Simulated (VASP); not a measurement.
Runs of VASP 6.6.1 on LuH2. The structure is that of space group Fm-3m (No. 225), or close to it. The cells are those of the table. 

| task | cell | cutoff (eV) | gap on the mesh (eV) | pressure (GPa) |
| --- | --- | --- | --- | --- |
| relaxation of cell and atoms | relaxed to 10 GPa from a = 3.559 Å, angles 60.0°, 3 atoms | 600 | none | 9.9 |
| single point | a = 3.379 Å, angles 60.0°, 3 atoms | 520 | none | (a) |
| relaxation of cell and atoms | relaxed from a = 3.559 Å, angles 60.0°, 3 atoms | 600 | none | 0.1 |
| single point | a = 3.473 Å, angles 60.0°, 3 atoms | 520 | none | 0.6 |
| single point | a = 3.309 Å, angles 60.0°, 3 atoms | 520 | none | 21.0 |
| relaxation of cell and atoms | relaxed to 20 GPa from a = 3.559 Å, angles 60.0°, 3 atoms | 600 | none | 20.0 |
| relaxation of cell and atoms | relaxed to 5 GPa from a = 3.559 Å, angles 60.0°, 3 atoms | 600 | none | 4.8 |
| single point | a = 3.422 Å, angles 60.0°, 3 atoms | 520 | none | 5.8 |

Alike in all rows: level LDA; potentials or basis VASP PAW PBE potentials, release 64 (Lu, H); no spin polarisation; k mesh 9 × 9 × 9; smearing fermi-dirac 0.1 eV.

Problem. Fill in the values left out.

Solution. (a) 11.0.

Caveats: the PAW data sets were made with another functional, which shifts forces and pressure a little; spin-orbit coupling is left out, which moves the levels of the heavy elements; the cell is relaxed towards a set pressure, so the run minimises the enthalpy, not the energy (at least some runs); the cell stands under pressure (at least some runs).

A k mesh can miss the band edges, and the runs leave out spin-orbit coupling on Lu.

A gap of «none» marks levels without a gap at the run's occupations.
